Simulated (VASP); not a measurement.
Wanted: the native input for a VASP 6.6.1 run.

```yaml
Task: single point
Functional: r2SCAN
Potentials_or_basis: VASP PAW PBE potentials, release 64 (Fe)
Cutoff: 520 eV
k_mesh: 2 × 2 × 2
Occupations: fermi-dirac, width 0.05 eV
Spin: collinear spin, ferromagnetic start
Starting_moments: "[2.804] μB"
Dipole_correction: no
Further_INCAR_settings: ALGO = Normal; EDIFF = 1e-06; NBANDS = 14
```

Crystal: Fe.

```
Fe
1.0
    -1.43455    1.43455    1.43455
     1.43455   -1.43455    1.43455
     1.43455    1.43455   -1.43455
Fe
1
Direct
  0.00000 0.00000 0.00000
```

One way to write it, as run:

POSCAR

```
Fe
1.0
   -1.4345540696      1.4345540696      1.4345540696
    1.4345540696     -1.4345540696      1.4345540696
    1.4345540696      1.4345540696     -1.4345540696
Fe
1
Direct
    0.0000000000      0.0000000000      0.0000000000
```

INCAR.step1

```
SYSTEM = Fe
PREC = Accurate ; ENCUT = 520
ISMEAR = -1 ; SIGMA = 0.05
LREAL = .False. ; LASPH = .True.
NELM = 150 ; ISPIN = 2
MAGMOM = 2.804 ; LMAXMIX = 4
NBANDS = 14 ; GGA = PE
ALGO = Normal ; EDIFF = 1E-4
LWAVE = .True. ; LCHARG = .False.
```

INCAR.step2

```
SYSTEM = Fe
PREC = Accurate ; ENCUT = 520
EDIFF = 1E-6 ; ISMEAR = -1
SIGMA = 0.05 ; LREAL = .False.
LASPH = .True. ; NELM = 150
ALGO = Normal ; ISIF = 2
LWAVE = .False. ; LCHARG = .True.
ISPIN = 2 ; MAGMOM = 2.804
LORBIT = 11 ; LMAXMIX = 4
METAGGA = R2SCAN ; LMIXTAU = .True.
LELF = .True. ; LVHAR = .True.
NBANDS = 14 ; ISTART = 1
```

KPOINTS

```
regular mesh
0
Gamma
  2 2 2
  0 0 0
```

Potentials or basis: VASP PAW PBE potentials, release 64 (Fe).

Run with:

```sh
$ cat potpaw_PBE.64/Fe/POTCAR > POTCAR
$ cp INCAR.step1 INCAR
$ mpirun -np 1 vasp_std > vasp.out
$ cp INCAR.step2 INCAR
$ mpirun -np 1 vasp_std > vasp.out
```

Results of the run:

* Pressure: 18.7 GPa
* Net moment: 3.75 μB per cell
* Site moments: Fe +3.47 μB
* Valence electrons inside the program's atomic spheres: Fe 7.27

Caveat: the k points lie up to 1.55 Å⁻¹ apart; the PAW data sets were made with another functional, which shifts forces and pressure a little.

Wall time 12 s on 1 thread of Intel(R) Xeon(R) 6975P-C (Granite Rapids), with other jobs on the host, peak memory 0.12 GiB.
